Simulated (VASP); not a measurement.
A run of VASP 6.6.1 is set up as follows.

File INCAR:

```
SYSTEM = RbH6Pt
PREC = Accurate
ENCUT = 600
EDIFF = 1E-7
ISMEAR = 0
SIGMA = 0.1
LREAL = .False.
LASPH = .True.
NELM = 100
ALGO = Fast
ISIF = 3
LWAVE = .False.
LCHARG = .False.
GGA = PE
IBRION = 2
NSW = 100
EDIFFG = -0.01
```

Contents of KPOINTS:

```
Automatic mesh
0
Gamma
  6 6 6
  0 0 0
```

POSCAR

```
RbH6Pt
1.0
    7.4165686535      0.0000000000      0.0000000000
   -3.7082843267      6.4229368628      0.0000000000
    0.0000000000      0.0000000000      6.0162075770
Rb H Pt
1 6 1
Direct
    0.0000000000      0.0000000000      0.0000000000
    0.5292240410      0.4707759590      0.0000000000
    0.5292240410      0.0584480820      0.0000000000
    0.9415519180      0.4707759590      0.0000000000
    0.4707759590      0.5292240410      0.0000000000
    0.4707759590      0.9415519180      0.0000000000
    0.0584480820      0.5292240410      0.0000000000
    0.0000000000      0.0000000000      0.5000000000
```

Potentials or basis: VASP PAW PBE potentials, release 64 (Rb_sv, H, Pt).

Command:

```bash
$ cat potpaw_PBE.64/Rb_sv/POTCAR potpaw_PBE.64/H/POTCAR potpaw_PBE.64/Pt/POTCAR > POTCAR
$ mpirun -np 1 vasp_std > vasp.out
```

(1) Predict the relaxed volume.

(2) Estimate the relaxed cell.

(3) What does it give for the space group after relaxing (to 0.1 Å)?

(4) Estimate the band gap on the k mesh.

Answers

(1) 36.02 Å³/atom.

(2) a = 7.422 Å, b = 7.422 Å, c = 6.041 Å, α = 90.00°, β = 90.00°, γ = 120.00°.

(3) P6/mmm (No. 191).

(4) zero (an odd number of electrons rules out a gap without spin polarisation).

Caveat: spin-orbit coupling is left out, which moves the levels of the heavy elements; an odd number of electrons without spin polarisation forces a metal; a magnetic or distorted state may lie lower.
